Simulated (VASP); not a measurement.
Set up this calculation in VASP 6.6.1, as the native input.

```
Task                   : single point
Functional             : PBE
Potentials or basis    : VASP PAW PBE potentials, release 64 (Tl_d, As)
Cutoff                 : 520 eV
k mesh                 : 6 × 6 × 6
Occupations            : gaussian, width 0.1 eV
Spin                   : no spin polarisation
Dipole correction      : no
Further INCAR settings : ALGO = Fast; EDIFF = 1e-07; NBANDS = 60
```

The structure of Tl3As2 lies in POSCAR:

```
Tl3As2
1.0
    3.7697658969      2.1764753554      6.4109371302
   -3.7697658969      2.1764753554      6.4109371302
    0.0000000000     -4.3529507107      6.4109371302
Tl As
6 4
Direct
    0.5421230665      0.9578769335      0.2500000000
    0.2500000000      0.5421230665      0.9578769335
    0.9578769335      0.2500000000      0.5421230665
    0.4578769335      0.0421230665      0.7500000000
    0.7500000000      0.4578769335      0.0421230665
    0.0421230665      0.7500000000      0.4578769335
    0.3592676453      0.3592676453      0.3592676453
    0.1407323547      0.1407323547      0.1407323547
    0.6407323547      0.6407323547      0.6407323547
    0.8592676453      0.8592676453      0.8592676453
```

These files were run (other wordings do the same):

INCAR

```
  PREC = Accurate
  ENCUT = 520
  EDIFF = 1E-7
  ISMEAR = 0
  SIGMA = 0.1
  LREAL = F
  LASPH = T
  NELM = 100
  ALGO = Fast
  ISIF = 2
  LWAVE = F
  LCHARG = F
  GGA = PE
  NBANDS = 60
```

KPOINTS

```
Automatic mesh
0
Gamma
  6 6 6
```

Potentials or basis: VASP PAW PBE potentials, release 64 (Tl_d, As).

Run with:

```sh
$ cat potpaw_PBE.64/Tl_d/POTCAR potpaw_PBE.64/As/POTCAR > POTCAR
$ mpirun -np 1 vasp_std > vasp.out
```

Results of the run:

```yaml
Pressure: 0.0 GPa
Band_gap_on_the_k_mesh: zero (bands 49 and 50 overlap by 0.26 eV)
```

Caveat: spin-orbit coupling is left out, which moves the levels of the heavy elements.

It took 34 min on 1 thread of Intel Xeon 8259CL (shared host), peak memory 0.77 GiB.
